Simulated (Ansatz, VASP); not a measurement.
## One calculation of ReS, two programs

File INCAR:

```
ALGO     = Normal         # electronic algorithm
EDIFF    = 1E-6           # SCF threshold, eV
ENCUT    = 500            # plane-wave cutoff, eV
GGA      = PS             # functional
GGA_COMPAT= False        
ISIF     = 2              # what is computed and relaxed
ISMEAR   = 0              # smearing method
ISPIN    = 2              # spin polarisation
LASPH    = True           # aspherical terms in the spheres
LCHARG   = True           # write CHGCAR
LELF     = True           # ELF
LMAXMIX  = 4              # l up to which the mixer works
LORBIT   = 11             # projections on sites
LREAL    = False          # projectors in reciprocal space
LVHAR    = True         
LWAVE    = False          # write WAVECAR
MAGMOM   = 3.5 0          # initial moments
NBANDS   = 22             # bands
NELM     = 200            # most SCF steps
PREC     = Accurate       # precision mode
SIGMA    = 0.1            # smearing width, eV
```

KPOINTS

```
k-points
0
Gamma
  14 14 14
```

Contents of POSCAR:

```
ReS
1.0
    0.0000000000      2.4808277014      2.4808277014
    2.4808277014      0.0000000000      2.4808277014
    2.4808277014      2.4808277014      0.0000000000
Re S
1 1
Direct
    0.0000000000      0.0000000000      0.0000000000
    0.5000000000      0.5000000000      0.5000000000
```

Input for Ansatz:

```yaml
crystal:
  lattice:
    - [0.0, 2.4808277014, 2.4808277014]
    - [2.4808277014, 0.0, 2.4808277014]
    - [2.4808277014, 2.4808277014, 0.0]
  atoms:
    - { symbol: Re, position: [0.0, 0.0, 0.0], spin: 3.5 }
    - { symbol: S, position: [0.5, 0.5, 0.5] }
basis:
  ecutwfc: 420
kpoints:
  mp_grid: { grid: [14, 14, 14] }
hamiltonian:
  xc: pbesol
scf:
  occupations: { method: gaussian, width: 0.1 }
  lower_state_search: "off"
output:
  forces: true
  stress: true
  eigenvalues: true
  populations: true
magnetization:
  spin_polarized: true
```

Alike in both runs: task single point; functional PBEsol; k mesh 14 × 14 × 14; occupations gaussian, width 0.1 eV; collinear spin.

```csv
,VASP,Ansatz
version,VASP 6.6.1,Ansatz 0.2.0
potentials or method,"VASP PAW PBE potentials, release 64 (Re_sv_GW, S), cutoff 500 eV","scalar-relativistic, plane waves, PAW"
valence electrons in the cell,21,21
```

```tsv
	VASP	Ansatz	Ansatz less VASP
gap on the k mesh at the Fermi level (eV)	none	none	-
pressure (GPa)	-11.1	-10.3	+0.79
net moment per atom (μB)	0.42	0.40	-0.024
size of the moment on the site where the two differ most (μB)	1.13	0.57	-0.556
```

VASP's potentials were made for PBE, not for PBEsol. Site moments also hang on the region over which each program counts them. A gap of «none» marks a metal or a gap that the smearing closes.

Neither program's run includes spin-orbit coupling.
